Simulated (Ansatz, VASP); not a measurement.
## One calculation of HfO2, two programs

```
CELL_PARAMETERS angstrom
3.49770 0.00000 0.00000
0.00000 3.49770 0.00000
0.00000 0.00000 5.08418
ATOMIC_POSITIONS crystal
Hf 0.50000 0.50000 0.50000
Hf 0.00000 0.00000 0.00000
O 0.00000 0.50000 0.69721
O 0.50000 0.00000 0.80279
O 0.50000 0.00000 0.30279
O 0.00000 0.50000 0.19721
```

Alike in both runs: task single point; functional PBE; dispersion D3(BJ); k mesh 6 × 6 × 4; no spin polarisation.

```csv
,VASP,Ansatz
version,VASP 6.6.1,Ansatz 0.2.0
potentials or method,"VASP PAW PBE potentials, release 64 (Hf_pv, O), cutoff 520 eV","plane waves, PAW"
occupations,"gaussian, width 0.01 eV",fixed
valence electrons in the cell,44,76
```

Ansatz gave:

| Item | Value |
| --- | --- |
| pressure (GPa) | 21.8 |
| traceless stress, the component that is largest in VASP (GPa) | -1.91 |

**Question.** What did VASP give for the same quantities?

**Answer.** Pressure (GPa): 18.0; traceless stress, the component that is largest in VASP (GPa): -1.86.

VASP's potentials hold 44 valence electrons a cell and Ansatz's 76, so a difference there can come from the potentials and not from the codes.

Spin-orbit coupling is off throughout.
